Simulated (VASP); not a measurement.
Input of a VASP 6.6.1 run:

The input POSCAR:

```
AlN
1.0
    3.1066653383      0.0000000000      0.0000000000
   -1.5533326691      2.6904511040      0.0000000000
    0.0000000000      0.0000000000      4.9784048429
Al N
2 2
Direct
    0.3333333333      0.6666666667     -0.0886974966
    0.6666666667      0.3333333333      0.5016929024
    0.3333333333      0.6666666667      0.3833070976
    0.6666666667      0.3333333333      0.8833070976
```

INCAR.step1

```
  ALGO = Normal
  EDIFF = 1E-4
  ENCUT = 520
  GGA = PE
  ISMEAR = 0
  LASPH = T
  LCHARG = F
  LREAL = F
  LWAVE = T
  NBANDS = 16
  NELM = 80
  PREC = Accurate
  SIGMA = 0.05
```

The input INCAR.step2:

```
  ALGO = Normal
  EDIFF = 1E-6
  ENCUT = 520
  ISIF = 2
  ISMEAR = 0
  ISTART = 1
  LASPH = T
  LCHARG = F
  LMIXTAU = T
  LREAL = F
  LWAVE = F
  METAGGA = R2SCAN
  NBANDS = 16
  NELM = 80
  PREC = Accurate
  SIGMA = 0.05
```

The input KPOINTS:

```
k-points
0
Gamma
  12 12 6
```

Potentials or basis: VASP PAW PBE potentials, release 64 (Al, N).

Command:

```console
$ cat potpaw_PBE.64/Al/POTCAR potpaw_PBE.64/N/POTCAR > POTCAR
$ cp INCAR.step1 INCAR
$ mpirun -np 1 vasp_std > vasp.out
$ cp INCAR.step2 INCAR
$ mpirun -np 1 vasp_std > vasp.out
```

Question: Predict the pressure.

Answer: 6.4 GPa.

Question: Estimate the largest force.

Answer: 3.623 eV/Å.

Forces on the atoms (eV/Å):
```
Al   0.000  0.000  3.623
Al   0.000  0.000 -3.475
N    0.000  0.000  1.263
N    0.000  0.000 -1.411
```

Caveat: the cell differs from its parent crystal (atom 1 (Al) moved by (+0.000, -0.450) A along x and z); the cell stands under pressure; the PAW data sets were made with another functional, which shifts forces and pressure a little.
